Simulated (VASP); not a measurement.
# BN (P6_3/mmc) in VASP: settings compared, part 3 of 3

VASP 6.6.1. The steps go on from the part before.

**6. Single point, PBE+D4**

This run uses another cell than the first one, of 8.92 Å³/atom, 1.010 times its volume.

File INCAR:

```
PREC = Accurate ; ENCUT = 520
EDIFF = 1E-7 ; ISMEAR = -1
SIGMA = 0.02 ; LREAL = False
LASPH = True ; NELM = 80
ALGO = Normal ; ISIF = 2
LWAVE = False ; LCHARG = False
GGA = PE ; IVDW = 13
NBANDS = 16
```

File KPOINTS:

```
regular mesh
0
Gamma
  12 12 4
```

File POSCAR:

```
BN
1.0
    2.5070607924      0.0000000000      0.0000000000
   -1.2535303962      2.1711783351      0.0000000000
    0.0000000000      0.0000000000      6.5543561411
B N
2 2
Direct
    0.3333333333      0.6666666667      0.2500000000
    0.6666666667      0.3333333333      0.7500000000
    0.3333333333      0.6666666667      0.7500000000
    0.6666666667      0.3333333333      0.2500000000
```

Potentials or basis: VASP PAW PBE potentials, release 64 (B, N).

The run is started by

```
$ cat potpaw_PBE.64/B/POTCAR potpaw_PBE.64/N/POTCAR > POTCAR
$ mpirun -np 1 vasp_std > vasp.out
```

OUTCAR:

```text
PREC = Accurate
   ENCUT = 520
   EDIFF = 1E-7
   ISMEAR = -1
   LREAL = False
   LASPH = True
   NELM = 80
   ISIF = 2
   GGA = PE
   IVDW = 13

 ion  position               nearest neighbor table
   1  0.333  0.667  0.250-   4 1.45   4 1.45   4 1.45
   2  0.667  0.333  0.750-   3 1.45   3 1.45   3 1.45
   3  0.333  0.667  0.750-   2 1.45   2 1.45   2 1.45
   4  0.667  0.333  0.250-   1 1.45   1 1.45   1 1.45

  LATTYP: Found a hexagonal cell.
 ALAT       =     2.5070607924
 C/A-ratio  =     2.6143586789

  Lattice vectors:

 A1 = (   2.5070607924,   0.0000000000,   0.0000000000)
 A2 = (  -1.2535303962,   2.1711783351,   0.0000000000)
 A3 = (   0.0000000000,   0.0000000000,   6.5543561411)

Analysis of symmetry for initial positions (statically):
=====================================================================
 Subroutine PRICEL returns:
 Original cell was already a primitive cell.

 Routine SETGRP: Setting up the symmetry group for a
 hexagonal supercell.

 Subroutine GETGRP returns: Found 24 space group operations
 (whereof 12 operations were pure point group operations)
[... 174 lines left out ...]
 fundamental gap:      4.2420107108
 Fermi energy:         2.8228623494

 k-point     1 :       0.0000    0.0000    0.0000
  band No.  band energies     occupation
      1     -15.4284      2.00000
      2     -15.1031      2.00000
      3      -3.8908      2.00000
      4      -1.6252      2.00000
      5       1.0276      2.00000
      6       1.0276      2.00000
[... 433 lines left out ...]
      3      -4.5189      2.00000
      4      -4.4530      2.00000
      5      -1.2131      2.00000
      6      -1.1637      2.00000
[... 8 lines left out ...]
     15      19.1966      0.00000
     16      20.8824      0.00000

 [... further k-points ...]

------------------------ aborting loop because EDIFF is reached ----------------------------------------

  DFT-D4 for vdW energy calculation

  Edisp (eV):   -0.65067

  FORCE on cell =-STRESS in cart. coord.  units (eV):
  Direction    XX          YY          ZZ          XY          YZ          ZX
  --------------------------------------------------------------------------------------
  -------------------------------------------------------------------------------------
  Total       0.03594     0.03594    -0.03299     0.00000     0.00000     0.00000
  in kB       1.61397     1.61397    -1.48149     0.00000     0.00000     0.00000
  external pressure =        0.58 kB  Pullay stress =        0.00 kB

 VOLUME and BASIS-vectors are now :
 -----------------------------------------------------------------------------
  energy-cutoff  :      520.00
  volume of cell :       35.68
      direct lattice vectors                 reciprocal lattice vectors
     2.507060792  0.000000000  0.000000000     0.398873455  0.230289697  0.000000000
    -1.253530396  2.171178335  0.000000000     0.000000000  0.460579393  0.000000000
     0.000000000  0.000000000  6.554356141     0.000000000  0.000000000  0.152570287

 POSITION                                       TOTAL-FORCE (eV/Angst)
 -----------------------------------------------------------------------------------
     -0.00000      1.44745      1.63859        -0.000000      0.000000      0.000000
      1.25353      0.72373      4.91577         0.000000      0.000000      0.000000
     -0.00000      1.44745      4.91577         0.000000      0.000000      0.000000
      1.25353      0.72373      1.63859        -0.000000      0.000000      0.000000
 -----------------------------------------------------------------------------------
    total drift:                                0.000000     -0.000000      0.000000

  FREE ENERGIE OF THE ION-ELECTRON SYSTEM (eV)
  ---------------------------------------------------
  free  energy   TOTEN  =       -35.7958303824 eV

  energy  without entropy=      -35.7958303824  energy(sigma->0) =      -35.79583038
```

OSZICAR:

```text
N       E                     dE             d eps       ncg     rms          rms(c)
DAV:   1     0.474464832562E+02    0.47446E+02   -0.80407E+03  1840   0.926E+02
DAV:   2    -0.355516228929E+02   -0.82998E+02   -0.75813E+02  2552   0.222E+02
DAV:   3    -0.386422891529E+02   -0.30907E+01   -0.30779E+01  2248   0.426E+01
DAV:   4    -0.386612857352E+02   -0.18997E-01   -0.18993E-01  2400   0.368E+00
DAV:   5    -0.386614613195E+02   -0.17558E-03   -0.17557E-03  2256   0.336E-01    0.112E+01
DAV:   6    -0.354909098542E+02    0.31706E+01   -0.51311E+00  2336   0.174E+01    0.503E+00
DAV:   7    -0.352209196040E+02    0.26999E+00   -0.56001E-01  2464   0.549E+00    0.316E+00
DAV:   8    -0.351489650242E+02    0.71955E-01   -0.22859E-01  2360   0.321E+00    0.469E-01
DAV:   9    -0.351441764229E+02    0.47886E-02   -0.14926E-02  2112   0.100E+00    0.195E-01
DAV:  10    -0.351450610076E+02   -0.88458E-03   -0.13110E-03  2120   0.276E-01    0.350E-02
DAV:  11    -0.351451525674E+02   -0.91560E-04   -0.95995E-05  2256   0.792E-02    0.246E-02
DAV:  12    -0.351451642637E+02   -0.11696E-04   -0.28218E-05  2072   0.375E-02    0.277E-03
DAV:  13    -0.351451644105E+02   -0.14681E-06   -0.69180E-07  2488   0.632E-03    0.913E-04
DAV:  14    -0.351451645223E+02   -0.11179E-06   -0.14899E-07  1864   0.259E-03    0.178E-04
DAV:  15    -0.351451645233E+02   -0.10618E-08   -0.26294E-09  1416   0.406E-04
   1 F= -.35795830E+02 E0= -.35795830E+02  d E =-.426177E-11
```

stdout:

```text
POSCAR found type information on POSCAR B N
 POSCAR found :  2 types and       4 ions
 scaLAPACK will be used
 LDA part: xc-table for (Slater+PW92), standard interpolation
 POSCAR, INCAR and KPOINTS ok, starting setup
 FFT: planning ... GRIDC
 FFT: planning ... GRID_SOFT
 FFT: planning ... GRID
 WAVECAR not read
 entering main loop
```

Wall time 65 s (1 thread of Intel Xeon 8259CL, shared host); peak memory 0.16 GiB.

Results:

| Quantity | Value |
| --- | --- |
| Free energy | -35.7958 eV |
| Pressure | 0.1 GPa |
| Band gap on the k mesh | 4.24 eV, indirect (least direct gap 4.63 eV) |
| Dispersion energy per atom | -0.163 eV |

Stress tensor (GPa, compression positive):
```
 0.16  0.00  0.00
 0.00  0.16  0.00
 0.00  0.00 -0.15
```

**7. Overview**

| level | potentials or basis | cell | k mesh | smearing | gap on the mesh (eV) | pressure (GPa) |
| --- | --- | --- | --- | --- | --- | --- |
| PBE | VASP PAW PBE potentials, release 64 (B, N) | a = 2.501, b = 2.501, c = 6.524 Å, angles 90.0, 90.0, 120.0°, 4 atoms | 6 × 6 × 2 | gaussian 0.01 eV | 4.26 | 4.7 |
| PBE | VASP PAW PBE potentials, release 64 (B, N) | a = 2.501, b = 2.501, c = 6.524 Å, angles 90.0, 90.0, 120.0°, 4 atoms | 12 × 12 × 4 | fermi-dirac 0.02 eV | 4.25 | 4.7 |
| LDA | VASP PAW LDA potentials, release 64 (B, N) | a = 2.501, b = 2.501, c = 6.524 Å, angles 90.0, 90.0, 120.0°, 4 atoms | 12 × 12 × 4 | gaussian 0.01 eV | 4.04 | -3.1 |
| PBE+D4 | VASP PAW PBE potentials, release 64 (B, N) | a = 2.507, b = 2.507, c = 6.554 Å, angles 90.0, 90.0, 120.0°, 4 atoms | 12 × 12 × 4 | fermi-dirac 0.02 eV | 4.24 | 0.1 |

Alike in all rows: task single point; no spin polarisation; cutoff (eV) 520.

Caveats: some runs use coarse meshes; this functional lacks dispersion, which binds the layers, so the pressure and a relaxed spacing across them are unreliable (some runs).

Absolute energies hang on the potentials; compare differences alone.
